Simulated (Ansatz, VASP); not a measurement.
# Ta4H3 in VASP and in Ansatz

```xyz
7
Lattice="4.5896 0.0000 0.0000 -2.2948 3.9747 0.0000 0.0000 0.0000 5.5354" Properties=species:S:1:pos:R:3 pbc="T T T"
Ta    0.0000    2.6498    4.1415
Ta    0.0000    2.6498    1.3939
Ta    2.2948    1.3249    1.3939
Ta    2.2948    1.3249    4.1415
H     0.0000    0.0000    1.1101
H     0.0000    0.0000    4.4253
H     0.0000    0.0000    0.0000
```

Alike in both runs: functional PBE; k mesh 4 × 4 × 3; occupations gaussian, width 0.2 eV; no spin polarisation.

Ansatz relaxed the structure, and its values are those at the end. VASP's run is a single point on that final structure, the one shown.

```csv
,VASP,Ansatz
version,VASP 6.6.1,Ansatz 0.2.0
potentials or method,"VASP PAW PBE potentials, release 64 (Ta_pv, H), cutoff 520 eV","scalar-relativistic, plane waves, PAW"
valence electrons in the cell,47,55
```

|  | VASP | Ansatz | Ansatz less VASP |
| --- | --- | --- | --- |
| gap on the k mesh at the Fermi level (eV) | none | none | - |
| pressure (GPa) | -0.1 | -0.2 | -0.04 |
| rms of the force components (eV/Å) | 0.005 | 0.007 | +0.0025 |

A gap of «none» marks a metal or a gap that the smearing closes. VASP's potentials hold 47 valence electrons a cell and Ansatz's 55, so a difference there can come from the potentials and not from the codes.

The k mesh is coarse, so the values compare programs but aren't converged. Spin-orbit coupling is off throughout.
